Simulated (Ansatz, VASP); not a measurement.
# Al: VASP beside Ansatz

```
Al
1.0
     0.00000    2.22881    2.22881
     2.22881    0.00000    2.22881
     2.22881    2.22881    0.00000
Al
2
Direct
  0.87500 0.87500 0.87500
  0.12500 0.12500 0.12500
```

Change from the starting cell: volume scaled by 0.4, crystal datasets.

Alike in both runs: task single point; functional PBE; k mesh 12 × 12 × 12; occupations fermi-dirac, width 0.05 eV; no spin polarisation.

|  | VASP | Ansatz |
| --- | --- | --- |
| version | VASP 6.6.1 | Ansatz 0.2.0 |
| potentials or method | VASP PAW PBE potentials, release 64 (Al), cutoff 520 eV | all-electron PAW with datasets made for the crystal, scalar-relativistic |

|  | VASP | Ansatz | Ansatz less VASP |
| --- | --- | --- | --- |
| pressure (GPa) | 188.4 | 186.7 | -1.71 |

Both programs put the cell under a high pressure, so it lies far from rest at this level. Ansatz ran all-electron here, and VASP with PAW potentials.

Noted on VASP's run: the cell as given lies far from equilibrium.
